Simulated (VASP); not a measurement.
# MgC6 (P6/mmm) in VASP: further runs, part 2 of 2

VASP 6.6.1. Earlier steps stand in the parts before.

### 3 Relaxation of cell and atoms, PBE

Input file INCAR:

```
SYSTEM = MgC6
PREC     = Accurate       ! precision mode
ENCUT    = 600            ! plane-wave cutoff, eV
EDIFF    = 1E-7           ! SCF threshold, eV
ISMEAR   = 0              ! smearing method
SIGMA    = 0.1            ! smearing width, eV
LREAL    = .FALSE.        ! projectors in reciprocal space
LASPH    = .TRUE.         ! aspherical terms in the spheres
NELM     = 100            ! most SCF steps
ALGO     = Normal         ! electronic algorithm
ISIF     = 3              ! what is computed and relaxed
LWAVE    = .FALSE.        ! write WAVECAR
LCHARG   = .FALSE.        ! write CHGCAR
GGA      = PE             ! functional
IBRION   = 2              ! ionic algorithm
NSW      = 100            ! ionic steps
EDIFFG   = -0.01          ! ionic threshold
```

Input file KPOINTS:

```
Automatic mesh
0
G
  12 12 6
  0 0 0
```

Input file POSCAR:

```
MgC6
1.0
    4.2646903740      0.0000000000      0.0000000000
   -2.1323451870      3.6933302032      0.0000000000
    0.0000000000      0.0000000000      7.9302211239
Mg C
1 6
Direct
    0.0000000000      0.0000000000      0.0000000000
    0.3333219646      0.0000000000      0.5000000000
    0.6666780354      0.0000000000      0.5000000000
    0.0000000000      0.3333219646      0.5000000000
    0.0000000000      0.6666780354      0.5000000000
    0.6666780354      0.6666780354      0.5000000000
    0.3333219646      0.3333219646      0.5000000000
```

Potentials or basis: VASP PAW PBE potentials, release 64 (Mg, C).

Run with:

```bash
$ cat potpaw_PBE.64/Mg/POTCAR potpaw_PBE.64/C/POTCAR > POTCAR
$ mpirun -np 1 vasp_std > vasp.out
```

OUTCAR:

```text
SYSTEM = MgC6
   PREC = Accurate
   ENCUT = 600
   EDIFF = 1E-7
   ISMEAR = 0
   LREAL = .FALSE.
   LASPH = .TRUE.
   NELM = 100
   ISIF = 3
   GGA = PE
   IBRION = 2
   NSW = 100
   EDIFFG = -0.01

 ion  position               nearest neighbor table
   1  0.000  0.000  0.000-
   2  0.333  0.000  0.500-   5 1.42   7 1.42   3 1.42
   3  0.667  0.000  0.500-   4 1.42   6 1.42   2 1.42
   4  0.000  0.333  0.500-   7 1.42   3 1.42   5 1.42
   5  0.000  0.667  0.500-   6 1.42   2 1.42   4 1.42
   6  0.667  0.667  0.500-   5 1.42   3 1.42   7 1.42
   7  0.333  0.333  0.500-   4 1.42   2 1.42   6 1.42

  LATTYP: Found a hexagonal cell.
 ALAT       =     4.2646903740
 C/A-ratio  =     1.8595068876

  Lattice vectors:

 A1 = (   4.2646903740,   0.0000000000,   0.0000000000)
 A2 = (  -2.1323451870,   3.6933302032,   0.0000000000)
 A3 = (   0.0000000000,   0.0000000000,   7.9302211239)

Analysis of symmetry for initial positions (statically):
=====================================================================
 Subroutine PRICEL returns:
 Original cell was already a primitive cell.

 Routine SETGRP: Setting up the symmetry group for a
[... 297 lines left out ...]
  free  energy   TOTEN  =       -55.6824527283 eV

  energy  without entropy=      -55.6805305611  energy(sigma->0) =      -55.68149164

[... ionic steps 4 to 13 ...]

--------------------------------------- Ionic step       14  -------------------------------------------

 number of electron      25.9999996 magnetization

------------------------ aborting loop because EDIFF is reached ----------------------------------------
[... 77 lines left out ...]
--------------------------------------- Ionic step       16  -------------------------------------------

 number of electron      25.9999997 magnetization

 Free energy of the ion-electron system (eV)
  ---------------------------------------------------
  ext. energy  EPLUGINS =         0.00000000
  ---------------------------------------------------
  free energy    TOTEN  =       -55.68406605 eV

  energy without entropy =      -55.68039287  energy(sigma->0) =      -55.68222946

 E-fermi :   1.6881     XC(G=0):  -7.6365

 val. band max:        1.6684943689   @ k =   0.3333   0.2500   0.5000
 cond. band min:       1.7026456554   @ k =   0.3333   0.3333   0.0000
 fundamental gap:      0.0341512865
 Fermi energy:         1.6881466876

 k-point     1 :       0.0000    0.0000    0.0000
  band No.  band energies     occupation
      1     -18.4592      2.00000
      2     -11.5197      2.00000
      3     -11.5197      2.00000
      4     -11.5078      2.00000
      5     -11.5078      2.00000
      6      -9.4972      2.00000
[... 457 lines left out ...]
      4     -11.9843      2.00000
      5      -8.5889      2.00000
      6      -7.0692      2.00000
[... 9 lines left out ...]
     16       4.4276      0.00000
     17       5.0359      0.00000

 [... further k-points ...]

------------------------ aborting loop because EDIFF is reached ----------------------------------------

  FORCE on cell =-STRESS in cart. coord.  units (eV):
  Direction    XX          YY          ZZ          XY          YZ          ZX
  --------------------------------------------------------------------------------------
  -------------------------------------------------------------------------------------
  Total        0.0209085      0.0209085      0.0229245      0.0000000     -0.0000000     -0.0000000
  in kB        0.2811064      0.2811064      0.3082107      0.0000000     -0.0000000     -0.0000000
  external PRESSURE =       0.2901411 kB  Pullay stress =       0.0000000 kB
[... 22 lines left out ...]
  FREE ENERGIE OF THE ION-ELECTRON SYSTEM (eV)
  ---------------------------------------------------
  free  energy   TOTEN  =       -55.6840660547 eV

  energy  without entropy=      -55.6803928749  energy(sigma->0) =      -55.68222946

 reached required accuracy - stopping structural energy minimisation
```

It took 17 min on 1 thread of Intel Xeon Platinum 8488C (Sapphire Rapids), shared host; peak memory 0.41 GiB.

Results:

```yaml
Free_energy: -55.6841 eV
Relaxed_volume: 17.02 Å³/atom
Relaxed_cell: a = 4.265 Å, b = 4.265 Å, c = 7.565 Å, α = 90.00°, β = 90.00°, γ = 120.00°
Space_group_after_relaxing_to_0.1_Å: P6/mmm (No. 191)
Energy_gained_by_relaxing: 0.2 meV/atom
Ionic_steps: 16
Pressure_after_relaxing: 0.0 GPa
Largest_force_after_relaxing: 0.006 eV/Å
Band_gap_on_the_k_mesh: zero (bands 13 and 14 overlap by 0.84 eV)
```

Forces in eV/Å, atoms in the order of the input:
```
Mg   0.000  0.000  0.000
C    0.006  0.000  0.000
C   -0.006  0.000  0.000
C   -0.003  0.005  0.000
C    0.003 -0.005  0.000
C   -0.003 -0.005  0.000
C    0.003  0.005  0.000
```

The path:
| step | energy change (eV) | largest force (eV/Å) | pressure (GPa) | volume (Å³) |
| --- | --- | --- | --- | --- |
| 1 | 0.0000 | 0.0051 | 0.01 | 124.91 |
| 2 | 0.0000 | 0.0140 | -0.12 | 124.94 |
| 3 | 0.0000 | 0.0065 | -0.07 | 124.93 |
| 4 | -0.0001 | 0.0014 | -0.08 | 124.85 |
| 5 | -0.0002 | 0.0142 | -0.09 | 124.63 |
| 6 | -0.0004 | 0.0453 | -0.12 | 124.20 |
| 7 | -0.0004 | 0.1078 | -0.18 | 123.32 |
| 8 | -0.0005 | 0.0813 | -0.16 | 123.69 |
| 9 | -0.0005 | 0.0810 | -0.16 | 123.68 |
| 10 | -0.0005 | 0.0804 | -0.16 | 123.65 |
| 11 | -0.0006 | 0.0790 | -0.15 | 123.57 |
| 12 | -0.0006 | 0.0763 | -0.15 | 123.43 |
| 13 | -0.0008 | 0.0708 | -0.14 | 123.15 |
| 14 | -0.0011 | 0.0599 | -0.12 | 122.58 |
| 15 | -0.0015 | 0.0379 | -0.07 | 121.44 |
| 16 | -0.0016 | 0.0059 | 0.03 | 119.17 |

Final structure:
```
Mg C
1.0
     4.26505    0.00000    0.00000
    -2.13252    3.69364    0.00000
     0.00000    0.00000    7.56458
Mg C
1 6
Direct
  0.00000 0.00000 0.00000
  0.33328 0.00000 0.50000
  0.66672 0.00000 0.50000
  0.00000 0.33328 0.50000
  0.00000 0.66672 0.50000
  0.66672 0.66672 0.50000
  0.33328 0.33328 0.50000
```

Levels at points of the mesh, in eV from the Fermi level:
```
           k point  band 9  band 10  band 11  band 12  band 13  band 14  band 15  band 16  band 17
(0.00, 0.00, 0.00)   -3.63    -3.63    -2.71    -0.63    -0.63    -0.60    -0.60     1.99     4.88
(0.50, 0.00, 0.00)   -7.02    -6.01    -5.98    -2.99    -0.52     0.55     1.02     3.82     4.84
(0.00, 0.00, 0.50)   -3.63    -3.63    -2.46    -0.64    -0.64    -0.60    -0.60     0.96     6.72
(0.50, 0.00, 0.50)   -7.02    -6.03    -5.98    -2.99    -0.30     0.77     1.03     2.95     4.26
```

### 4 Single point, PBE

Input file INCAR:

```
ALGO     = Normal         # electronic algorithm
EDIFF    = 1E-7           # SCF threshold, eV
ENCUT    = 520            # plane-wave cutoff, eV
GGA      = PE             # functional
ISIF     = 2              # what is computed and relaxed
ISMEAR   = 0              # smearing method
LASPH    = T              # aspherical terms in the spheres
LCHARG   = F              # write CHGCAR
LREAL    = F              # projectors in reciprocal space
LWAVE    = F              # write WAVECAR
NBANDS   = 22             # bands
NELM     = 100            # most SCF steps
PREC     = Accurate       # precision mode
SIGMA    = 0.1            # smearing width, eV
```

Input file KPOINTS:

```
k-points
0
Gamma
  12 12 8
```

POSCAR is that of step 3.

Run with:

```bash
$ cat potpaw_PBE.64/Mg/POTCAR potpaw_PBE.64/C/POTCAR > POTCAR
$ mpirun -np 1 vasp_std > vasp.out
```

Wall time 3.1 min (1 thread of Intel Xeon Platinum 8488C (Sapphire Rapids), shared host); peak memory 0.38 GiB.

Results (log left out):

* Free energy: -55.6681 eV
* Pressure: 0.2 GPa
* Largest force: 0.005 eV/Å
* Band gap on the k mesh: zero (bands 13 and 14 overlap by 0.74 eV)

Forces on the atoms (eV/Å):
```
Mg   0.000  0.000  0.000
C   -0.005  0.000  0.000
C    0.005  0.000  0.000
C    0.003 -0.005  0.000
C   -0.003  0.005  0.000
C    0.003  0.005  0.000
C   -0.003 -0.005  0.000
```

Stress tensor (GPa, compression positive):
```
0.30 0.00 0.00
0.00 0.30 0.00
0.00 0.00 0.00
```

Levels at points of the mesh, in eV from the Fermi level:
| k point | band 10 | band 11 | band 12 | band 13 | band 14 | band 15 | band 16 | band 17 |
| --- | --- | --- | --- | --- | --- | --- | --- | --- |
| (0.00, 0.00, 0.00) | -3.59 | -2.69 | -0.58 | -0.58 | -0.56 | -0.56 | 1.76 | 4.45 |
| (0.50, 0.00, 0.00) | -5.95 | -5.92 | -2.94 | -0.51 | 0.57 | 1.08 | 3.63 | 4.86 |
| (0.00, 0.00, 0.50) | -3.59 | -2.52 | -0.58 | -0.58 | -0.56 | -0.56 | 0.92 | 6.57 |
| (0.50, 0.00, 0.50) | -5.96 | -5.93 | -2.94 | -0.35 | 0.73 | 1.09 | 2.93 | 4.21 |

### 5 Overview

| task | cell | k mesh | cutoff (eV) | gap on the mesh (eV) | pressure (GPa) | largest force (eV/Å) |
| --- | --- | --- | --- | --- | --- | --- |
| single point | a = 4.265, b = 4.265, c = 7.930 Å, angles 90.0, 90.0, 120.0°, 7 atoms | 12 × 12 × 6 | 520 | none | 0.2 | 0.01 |
| relaxation of cell and atoms | relaxed from a = 4.265, b = 4.265, c = 7.930 Å, angles 90.0, 90.0, 120.0°, 7 atoms | 12 × 12 × 6 | 600 | none | 0.0 | 0.01 |
| single point | a = 4.265, b = 4.265, c = 7.930 Å, angles 90.0, 90.0, 120.0°, 7 atoms | 12 × 12 × 8 | 520 | none | 0.2 | 0.01 |

Alike in all rows: level PBE; potentials or basis VASP PAW PBE potentials, release 64 (Mg, C); no spin polarisation; smearing gaussian 0.1 eV.

Total energies depend on the potentials used, so only differences within one code and one set of settings carry meaning.
